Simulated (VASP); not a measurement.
# SnO2 (Pbcn) in VASP: further runs

SnO2 is run at these levels: r2SCAN; tasks: single point.

Everything below comes from runs of VASP 6.6.1. Logs are shortened: lines on timing, memory, paths and dates and some standing lists are left out, and cuts for length are marked.

## 1. The cell of the first run

Symmetry: Pbcn, No. 60, orthorhombic system. The conventional cell has a = 4.732 Å, b = 5.743 Å, c = 5.238 Å, α = 90.00°, β = 90.00°, γ = 90.00°. Within 2.7 Å of Sn (site symmetry 2) lie 6 O at 2.03 to 2.11 Å. O (site symmetry 1) has 3 Sn at 2.03 to 2.11 Å and 1 O at 2.63 Å within 2.7 Å.

## 2. Single point, r2SCAN

Contents of POSCAR:

```
SnO2
1.0
    4.7322610075      0.0000000000      0.0000000000
    0.0000000000      5.7433550572      0.0000000000
    0.0000000000      0.0000000000      5.2381067584
Sn O
4 8
Direct
    0.5000000000      0.6651905251      0.7500000000
    0.0000000000      0.8348094749      0.2500000000
    0.5000000000      0.3348094749      0.2500000000
    0.0000000000      0.1651905251      0.7500000000
    0.7297996671      0.6076164226      0.0788779037
    0.2297996671      0.8923835774      0.9211220963
    0.7702003329      0.8923835774      0.5788779037
    0.2702003329      0.6076164226      0.4211220963
    0.7297996671      0.3923835774      0.5788779037
    0.2297996671      0.1076164226      0.4211220963
    0.7702003329      0.1076164226      0.0788779037
    0.2702003329      0.3923835774      0.9211220963
```

Contents of INCAR.step1:

```
SYSTEM = SnO2
  PREC = Accurate
  ENCUT = 660
  ISMEAR = 0
  SIGMA = 0.05
  LREAL = .False.
  LASPH = .True.
  NELM = 120
  NBANDS = 64
  GGA = PE
  ALGO = Normal
  EDIFF = 1E-5
  LWAVE = .True.
  LCHARG = .False.
  GGA_COMPAT = .False.
```

Contents of INCAR.step2:

```
SYSTEM = SnO2
  PREC = Accurate
  ENCUT = 660
  EDIFF = 1E-6
  ISMEAR = 0
  SIGMA = 0.05
  LREAL = .False.
  LASPH = .True.
  NELM = 120
  ALGO = Normal
  ISIF = 2
  LWAVE = .False.
  LCHARG = .True.
  METAGGA = R2SCAN
  LMIXTAU = .True.
  LELF = .True.
  LVHAR = .True.
  NBANDS = 64
  ISTART = 1
  GGA_COMPAT = .False.
```

Contents of KPOINTS:

```
regular mesh
0
Gamma
  6 4 4
  0 0 0
```

Potentials or basis: VASP PAW PBE potentials, release 64 (Sn_d, O).

Command:

```bash
cat potpaw_PBE.64/Sn_d/POTCAR potpaw_PBE.64/O/POTCAR > POTCAR
cp INCAR.step1 INCAR
mpirun -np 1 vasp_std > vasp.out
cp INCAR.step2 INCAR
mpirun -np 1 vasp_std > vasp.out
```

OUTCAR:

```text
SYSTEM = SnO2
   PREC = Accurate
   ENCUT = 660
   EDIFF = 1E-6
   ISMEAR = 0
   LREAL = .False.
   LASPH = .True.
   NELM = 120
   ISIF = 2
   METAGGA = R2SCAN
   ISTART = 1

 ion  position               nearest neighbor table
   1  0.500  0.665  0.750-   6 2.03   7 2.03   5 2.06   8 2.06   9 2.11  12 2.11   3 3.23   3 3.23
                             2 3.66   2 3.66   2 3.66   2 3.66   4 3.72   4 3.72   4 3.72   4 3.72
   2  0.000  0.835  0.250-   5 2.03   8 2.03   7 2.06   6 2.06  10 2.11  11 2.11   4 3.23   4 3.23
                             1 3.66   1 3.66   1 3.66   1 3.66   3 3.72   3 3.72   3 3.72   3 3.72
   3  0.500  0.335  0.250-  10 2.03  11 2.03   9 2.06  12 2.06   5 2.11   8 2.11   1 3.23   1 3.23
                             4 3.66   4 3.66   4 3.66   4 3.66   2 3.72   2 3.72   2 3.72   2 3.72
   4  0.000  0.165  0.750-   9 2.03  12 2.03  11 2.06  10 2.06   6 2.11   7 2.11   2 3.23   2 3.23
                             3 3.66   3 3.66   3 3.66   3 3.66   1 3.72   1 3.72   1 3.72   1 3.72
   5  0.730  0.608  0.079-   2 2.03   1 2.06   3 2.11
   6  0.230  0.892  0.921-   1 2.03   2 2.06   4 2.11
   7  0.770  0.892  0.579-   1 2.03   2 2.06   4 2.11
   8  0.270  0.608  0.421-   2 2.03   1 2.06   3 2.11
   9  0.730  0.392  0.579-   4 2.03   3 2.06   1 2.11
  10  0.230  0.108  0.421-   3 2.03   4 2.06   2 2.11
  11  0.770  0.108  0.079-   3 2.03   4 2.06   2 2.11
  12  0.270  0.392  0.921-   4 2.03   3 2.06   1 2.11

  LATTYP: Found a simple orthorhombic cell.
 ALAT       =     4.7322610075
 B/A-ratio  =     1.1068930370
 C/A-ratio  =     1.2136598231

  Lattice vectors:

 A1 = (  -4.7322610075,   0.0000000000,   0.0000000000)
 A2 = (   0.0000000000,   0.0000000000,   5.2381067584)
 A3 = (   0.0000000000,   5.7433550572,   0.0000000000)

Analysis of symmetry for initial positions (statically):
=====================================================================
 Subroutine PRICEL returns:
 Original cell was already a primitive cell.

 Routine SETGRP: Setting up the symmetry group for a
 simple orthorhombic supercell.

 Subroutine GETGRP returns: Found  8 space group operations
 (whereof  2 operations were pure point group operations)
 out of a pool of  8 trial point group operations.

The static configuration has the point symmetry S_2 .
 The point group associated with its full space group is D_2h.

Analysis of symmetry for dynamics (positions and initial velocities):
=====================================================================
 Subroutine PRICEL returns:
 Original cell was already a primitive cell.

 Routine SETGRP: Setting up the symmetry group for a
 simple orthorhombic supercell.

 Subroutine GETGRP returns: Found  8 space group operations
 (whereof  2 operations were pure point group operations)
 out of a pool of  8 trial point group operations.

The dynamic configuration has the point symmetry S_2 .
 The point group associated with its full space group is D_2h.

 Subroutine INISYM returns: Found  8 space group operations
 (whereof  2 operations are pure point group operations),
 and found     1 'primitive' translations

----------------------------------------------------------------------------------------

                                     Primitive cell

  volume of cell :     142.3668

  direct lattice vectors                    reciprocal lattice vectors
     4.732261008  0.000000000  0.000000000     0.211315479  0.000000000  0.000000000
     0.000000000  5.743355057  0.000000000     0.000000000  0.174114257  0.000000000
     0.000000000  0.000000000  5.238106758     0.000000000  0.000000000  0.190908671

  length of vectors
     4.732261008  5.743355057  5.238106758     0.211315479  0.174114257  0.190908671

  position of ions in fractional coordinates (direct lattice)
     0.500000000  0.665190525  0.750000000
     0.000000000  0.834809475  0.250000000
     0.500000000  0.334809475  0.250000000
     0.000000000  0.165190525  0.750000000
     0.729799667  0.607616423  0.078877904
     0.229799667  0.892383577  0.921122096
     0.770200333  0.892383577  0.578877904
     0.270200333  0.607616423  0.421122096
     0.729799667  0.392383577  0.578877904
     0.229799667  0.107616423  0.421122096
     0.770200333  0.107616423  0.078877904
     0.270200333  0.392383577  0.921122096

  ion indices of the primitive-cell ions
   primitive index   ion index
                 1           1
                 2           2
                 3           3
                 4           4
                 5           5
                 6           6
                 7           7
                 8           8
                 9           9
                10          10
                11          11
                12          12

----------------------------------------------------------------------------------------

 KPOINTS: regular mesh

Automatic generation of k-mesh.
 Grid dimensions read from file:
 generate k-points for:    6    4    4

 Generating k-lattice:

  Cartesian coordinates                     Fractional coordinates (reciprocal lattice)
     0.035219246  0.000000000  0.000000000     0.166666667  0.000000000  0.000000000
     0.000000000  0.043528564  0.000000000     0.000000000  0.250000000  0.000000000
     0.000000000  0.000000000  0.047727168     0.000000000  0.000000000  0.250000000

  Length of vectors
     0.035219246  0.043528564  0.047727168

  Shift w.r.t. Gamma in fractional coordinates (k-lattice)
     0.000000000  0.000000000  0.000000000

 Subroutine IBZKPT returns following result:
 ===========================================

 Found     36 irreducible k-points:

 Following reciprocal coordinates:
            Coordinates               Weight
  0.000000  0.000000  0.000000      1.000000
  0.166667  0.000000  0.000000      2.000000
  0.333333  0.000000  0.000000      2.000000
  0.500000  0.000000  0.000000      1.000000
  0.000000  0.250000  0.000000      2.000000
  0.166667  0.250000  0.000000      4.000000
[... 16 lines left out ...]
  0.333333  0.500000  0.250000      4.000000
  0.500000  0.500000  0.250000      2.000000
 [... further k-points ...]
   k-points           NKPTS =     36   k-points in BZ     NKDIM =     36   number of bands    NBANDS=     64
   number of dos      NEDOS =    301   number of ions     NIONS =     12
   total plane-waves  NPLWV =  92160
   dimension x,y,z NGX =    40 NGY =   48 NGZ =   48
   dimension x,y,z NGXF=    80 NGYF=   96 NGZF=   96
   ions per type =               4   8
   NGX,Y,Z   is equivalent  to a cutoff of  14.05, 13.89, 15.23 a.u.
   NGXF,Y,Z  is equivalent  to a cutoff of  28.10, 27.79, 30.47 a.u.
 SYSTEM =  SnO2
   PREC   = accura    normal or accurate (medium, high low for compatibility)
   ISTART =      1    job   : 0-new  1-cont  2-samecut
   ICHARG =      0    charge: 1-file 2-atom 10-const
   ISPIN  =      1    spin polarized calculation?
   LNONCOLLINEAR =      F non collinear calculations
   LSORBIT =      F    spin-orbit coupling
   LASPH  =      T    aspherical Exc in radial PAW
   ENCUT  =  660.0 eV  48.51 Ry    6.96 a.u.   9.91 12.03 10.97*2*pi/ulx,y,z
   NELM   =    120;   NELMIN=  2; NELMDL=  0     # of ELM steps
   EDIFF  = 0.1E-05   stopping-criterion for ELM
   LREAL  =      F    real-space projection
   EDIFFG = 0.1E-04   stopping-criterion for IOM
   NSW    =      0    number of steps for IOM
   IBRION =     -1    ionic relax: 0-MD 1-quasi-New 2-CG
   NFREE  =      0    steps in history (QN), initial steepest desc. (CG)
   ISIF   =      2    stress and relaxation
   ISYM   =      2    0-nonsym 1-usesym 2-fastsym
   POTIM  = 0.5000    time-step for ionic-motion
   TEBEG  =    0.0;   TEEND  =   0.0 temperature during run
   PSTRESS=    0.0 pullay stress
   NELECT =     104.0000    total number of electrons
   NUPDOWN=      -1.0000    fix difference up-down
   EMIN   =  10.00;   EMAX   =-10.00  energy-range for DOS
   EFERMI =   0.00;   METHOD = LEGACY
   ISMEAR =     0;   SIGMA  =   0.05  broadening in eV -4-tet -1-fermi 0-gaus
   EFERMI_NEDOS =   21; number of points for ismear=-14 and -15
   IALGO  =     38    algorithm
   IMIX   =      4    mixing-type and parameters
     AMIX     =   0.40;   BMIX     =  1.00
     AMIX_MAG =   1.60;   BMIX_MAG =  1.00
  volume/ion in A,a.u.               =      11.86        80.06
  Fermi-wavevector in a.u.,A,eV,Ry     =   1.474404  2.786219 29.577241  2.173866
  Thomas-Fermi vector in A             =   2.589179
   LORBIT       =      0    0 simple, 1 ext, 2 COOP (PROOUT), +10 PAW based schemes
   METAGGA = R2SCAN    functional components
   LHFCALC =     F    Hartree Fock is set to
   AEXX    =    0.0000 exact exchange contribution
   IVDW    =     0    specifies the selected vdW correction
   LEPSILON=     F    determine dielectric tensor
   LRPA    =     F    only Hartree local field effects (RPA)
 non-spin polarized calculation
 Gauss-broadening in eV      SIGMA  =   0.05
  energy-cutoff  :      660.00
  volume of cell :      142.37
 maximum number of plane-waves:      5544
 NGX is ok and might be reduce to    40
   NGX = 19   NGY = 25   NGZ = 21

 number of electron     103.9999991 magnetization

 Free energy of the ion-electron system (eV)
  ---------------------------------------------------
  ext. energy  EPLUGINS =         0.00000000
  ---------------------------------------------------
  free energy    TOTEN  =      -169.10578456 eV

  energy without entropy =     -169.10578456  energy(sigma->0) =     -169.10578456

 E-fermi :   5.7390     XC(G=0): -12.1089

 val. band max:        5.4592386348   @ k =   0.3333   0.0000   0.0000
 cond. band min:       7.5646947062   @ k =   0.0000   0.0000   0.0000
 fundamental gap:      2.1054560714
 Fermi energy:         5.7389748936

 k-point     1 :       0.0000    0.0000    0.0000
  band No.  band energies     occupation
      1     -15.8445      2.00000
      2     -15.6766      2.00000
      3     -15.5884      2.00000
      4     -15.2559      2.00000
      5     -15.0938      2.00000
      6     -14.8395      2.00000
[... 1597 lines left out ...]
     63      17.3709      0.00000
     64      17.3709      0.00000

 [... further k-points ...]

------------------------ aborting loop because EDIFF is reached ----------------------------------------

  FORCE on cell =-STRESS in cart. coord.  units (eV):
  Direction    XX          YY          ZZ          XY          YZ          ZX
  --------------------------------------------------------------------------------------
  -------------------------------------------------------------------------------------
  Total        0.7124007      0.7265119      0.9113048      0.0000000      0.0000000      0.0000000
  in kB        8.0172642      8.1760701     10.2557050      0.0000000      0.0000000      0.0000000
  external PRESSURE =       8.8163464 kB  Pullay stress =       0.0000000 kB

 VOLUME and BASIS-vectors are now :
 -----------------------------------------------------------------------------
  energy-cutoff  :      660.00
  volume of cell :      142.37
      direct lattice vectors                 reciprocal lattice vectors
     4.732261008  0.000000000  0.000000000     0.211315479  0.000000000  0.000000000
     0.000000000  5.743355057  0.000000000     0.000000000  0.174114257  0.000000000
     0.000000000  0.000000000  5.238106758     0.000000000  0.000000000  0.190908671

 POSITION                                       TOTAL-FORCE (eV/Angst)
 -----------------------------------------------------------------------------------
      2.36613      3.82043      3.92858        -0.000000      0.020363     -0.000000
      0.00000      4.79461      1.30953        -0.000000     -0.020363     -0.000000
      2.36613      1.92293      1.30953        -0.000000     -0.020363      0.000000
      0.00000      0.94875      3.92858        -0.000000      0.020363      0.000000
      3.45360      3.48976      0.41317         0.020438     -0.006398      0.005333
      1.08747      5.12528      4.82494         0.020438      0.006398     -0.005333
      3.64479      5.12528      3.03222        -0.020438      0.006398      0.005333
      1.27866      3.48976      2.20588        -0.020438     -0.006398     -0.005333
      3.45360      2.25360      3.03222         0.020438      0.006398      0.005333
      1.08747      0.61808      2.20588         0.020438     -0.006398     -0.005333
      3.64479      0.61808      0.41317        -0.020438     -0.006398      0.005333
      1.27866      2.25360      4.82494        -0.020438      0.006398     -0.005333
 -----------------------------------------------------------------------------------
    total drift:                                0.000000      0.000000      0.000000

  FREE ENERGIE OF THE ION-ELECTRON SYSTEM (eV)
  ---------------------------------------------------
  free  energy   TOTEN  =      -169.1057845618 eV

  energy  without entropy=     -169.1057845618  energy(sigma->0) =     -169.10578456
```

Wall time 35 min (1 thread of Intel Xeon 8259CL, shared host); peak memory 0.55 GiB.

Results:

```yaml
Free_energy: -169.1058 eV
Pressure: 0.9 GPa
Largest_force: 0.022 eV/Å
Band_gap_on_the_k_mesh: 2.11 eV (least direct gap 2.12 eV)
```

Forces in eV/Å, atoms in the order of the input:
```
Sn   0.000  0.020  0.000
Sn   0.000 -0.020  0.000
Sn   0.000 -0.020  0.000
Sn   0.000  0.020  0.000
O    0.020 -0.006  0.005
O    0.020  0.006 -0.005
O   -0.020  0.006  0.005
O   -0.020 -0.006 -0.005
O    0.020  0.006  0.005
O    0.020 -0.006 -0.005
O   -0.020 -0.006  0.005
O   -0.020  0.006 -0.005
```

Levels at points of the mesh, in eV from the valence-band top:
```tsv
k point	band 49	band 50	band 51	band 52	band 53	band 54	band 55	band 56
(0.00, 0.00, 0.00)	-0.57	-0.14	-0.12	-0.01	2.11	7.01	7.13	7.69
(0.50, 0.00, 0.00)	-0.28	-0.28	-0.05	-0.05	5.33	5.33	6.11	6.11
(0.00, 0.50, 0.00)	-0.87	-0.87	-0.09	-0.09	4.81	4.81	7.81	7.81
(0.50, 0.50, 0.00)	-0.55	-0.55	-0.19	-0.19	5.79	5.79	6.92	6.92
(0.00, 0.00, 0.50)	-0.24	-0.24	-0.15	-0.15	5.22	5.22	7.06	7.06
(0.50, 0.00, 0.50)	-0.24	-0.24	-0.24	-0.24	5.80	5.80	5.80	5.80
(0.00, 0.50, 0.50)	-0.31	-0.31	-0.31	-0.31	6.36	6.36	6.36	6.36
(0.50, 0.50, 0.50)	-0.37	-0.37	-0.37	-0.37	6.26	6.26	6.26	6.26
```

Caveat: the PAW data sets were made with another functional, which shifts forces and pressure a little; spin-orbit coupling is left out, which moves the levels of the heavy elements. A k mesh can miss the band edges.

(Continued in part 2 of 2.)
